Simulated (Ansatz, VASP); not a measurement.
Ca: VASP beside Ansatz

INCAR

```
SYSTEM = Ca
PREC = Accurate
ENCUT = 520
EDIFF = 1E-7
ISMEAR = 0
SIGMA = 0.15
LREAL = .False.
LASPH = .True.
NELM = 60
ALGO = Fast
ISIF = 2
LWAVE = .False.
LCHARG = .False.
GGA = PS
NBANDS = 11
```

Contents of KPOINTS:

```
regular mesh
0
Gamma
  16 16 16
  0 0 0
```

File POSCAR:

```
Ca
1.0
   -2.2818880000      2.1981120000      2.2400000000
    2.2818880000     -2.1981120000      2.2400000000
    2.2818880000      2.1981120000     -2.2400000000
Ca
1
Direct
    0.0000000000      0.0000000000      0.0000000000
```

Input for Ansatz:

```yaml
crystal:
  lattice:
    - [-2.281888, 2.198112, 2.24]
    - [2.281888, -2.198112, 2.24]
    - [2.281888, 2.198112, -2.24]
  atoms:
    - { symbol: Ca, position: [0.0, 0.0, 0.0] }
basis:
  ecutwfc: 420
kpoints:
  mp_grid: { grid: [16, 16, 16] }
hamiltonian:
  xc: pbesol
scf:
  occupations: { method: gaussian, width: 0.15 }
output:
  forces: true
  stress: true
  eigenvalues: true
```

Change from the starting cell: strain +0.0187 x Voigt [1, -1, 0, 0, 0, 0], atoms carried along.

Alike in both runs: task single point; functional PBEsol; k mesh 16 × 16 × 16; occupations gaussian, width 0.15 eV; no spin polarisation.

|  | VASP | Ansatz |
| --- | --- | --- |
| version | VASP 6.6.1 | Ansatz 0.2.0 |
| potentials or method | VASP PAW PBE potentials, release 64 (Ca_sv), cutoff 520 eV | scalar-relativistic, plane waves, PAW |
| valence electrons in the cell | 10 | 10 |

```csv
,VASP,Ansatz,Ansatz less VASP
gap on the k mesh at the Fermi level (eV),none,none,-
pressure (GPa),-1.5,-1.5,0.00
```

VASP's potentials were made for PBE, not for PBEsol. A gap of «none» marks a metal or a gap that the smearing closes.
